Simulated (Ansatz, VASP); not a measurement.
One calculation of AgBr, two programs

The input POSCAR:

```
AgBr
1.0
    0.0000000000      2.8927622981      2.8927622981
    2.8927622981      0.0000000000      2.8927622981
    2.8927622981      2.8927622981      0.0000000000
Ag Br
1 1
Direct
    0.0000000000      0.0000000000      0.0000000000
    0.5000000000      0.5000000000      0.5000000000
```

INCAR.step1

```
SYSTEM = AgBr
ALGO = Normal
EDIFF = 1E-5
ENCUT = 550
GGA = PE
GGA_COMPAT = .FALSE.
ISMEAR = 0
LASPH = .TRUE.
LCHARG = .FALSE.
LREAL = .FALSE.
LWAVE = .TRUE.
NBANDS = 16
NELM = 120
PREC = Accurate
SIGMA = 0.01
```

File INCAR.step2:

```
SYSTEM = AgBr
ALGO = Normal
EDIFF = 1E-6
ENCUT = 550
GGA_COMPAT = .FALSE.
ISIF = 2
ISMEAR = 0
ISTART = 1
LASPH = .TRUE.
LCHARG = .FALSE.
LMIXTAU = .TRUE.
LREAL = .FALSE.
LWAVE = .FALSE.
METAGGA = R2SCAN
NBANDS = 16
NELM = 120
PREC = Accurate
SIGMA = 0.01
```

File KPOINTS:

```
k-points
0
G
  8 8 8
  0 0 0
```

Input for Ansatz:

```yaml
crystal:
  lattice:
    - [0.0, 2.8927622981, 2.8927622981]
    - [2.8927622981, 0.0, 2.8927622981]
    - [2.8927622981, 2.8927622981, 0.0]
  atoms:
    - { symbol: Ag, position: [0.0, 0.0, 0.0] }
    - { symbol: Br, position: [0.5, 0.5, 0.5] }
kpoints:
  mp_grid: { grid: [8, 8, 8] }
  band_path:
    path:
      - [0.0, 0.0, 0.0]
      - [0.5, 0.0, 0.5]
      - [0.625, 0.25, 0.625]
      - [0.375, 0.375, 0.75]
      - [0.5, 0.5, 0.5]
      - [0.5, 0.25, 0.75]
      - [0.0, 0.0, 0.5]
    npoints: 1
hamiltonian:
  xc: r2scan
scf:
  occupations: { method: fixed }
  n_extra_bands: 4
output:
  forces: true
  stress: true
  eigenvalues: true
```

Alike in both runs: task single point; functional r2SCAN; k mesh 8 × 8 × 8; no spin polarisation.

|  | VASP | Ansatz |
| --- | --- | --- |
| version | VASP 6.6.1 | Ansatz 0.2.0 |
| potentials or method | VASP PAW PBE potentials, release 64 (Ag, Br) | plane waves, PAW |
| plane-wave cutoff (eV) | 550 | 500 |
| occupations | gaussian, width 0.01 eV | fixed |
| valence electrons in the cell | 18 | 26 |

```tsv
	VASP	Ansatz	Ansatz less VASP
gap on the k mesh at the Fermi level (eV)	1.25	1.29	+0.047
pressure (GPa)	-0.1	0.0	+0.05
```

VASP's potentials were made for PBE, not for r2SCAN. VASP's potentials hold 18 valence electrons a cell and Ansatz's 26, so a difference there can come from the potentials and not from the codes.
